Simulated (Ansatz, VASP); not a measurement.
Ru: VASP beside Ansatz

```
Ru
1.0
     2.70580    0.00000    0.00000
    -1.35290    2.34329    0.00000
     0.00000    0.00000    4.41036
Ru
2
Direct
  0.33333 0.66667 0.25000
  0.66667 0.33333 0.75000
```

Change from the starting cell: zz strain of +3 %, crystal datasets.

Alike in both runs: task electric field gradients; functional PBE; k mesh 14 × 14 × 8; occupations fermi-dirac, width 0.03 eV; no spin polarisation.

```csv
,VASP,Ansatz
version,VASP 6.6.1,Ansatz 0.2.0
potentials or method,"VASP PAW PBE potentials, release 64 (Ru_pv), cutoff 520 eV","all-electron PAW with datasets made for the crystal, scalar-relativistic"
```

|  | VASP | Ansatz | Ansatz less VASP |
| --- | --- | --- | --- |
| pressure (GPa) | -4.7 | -4.7 | +0.05 |
| traceless stress, the component that is largest in VASP (GPa) | -9.92 | -9.95 | -0.036 |
| size of Vzz on the site where it differs most (V/Å²) | 1.1 | 0.5 | -0.64 |

Ansatz ran all-electron here, and VASP with PAW potentials.
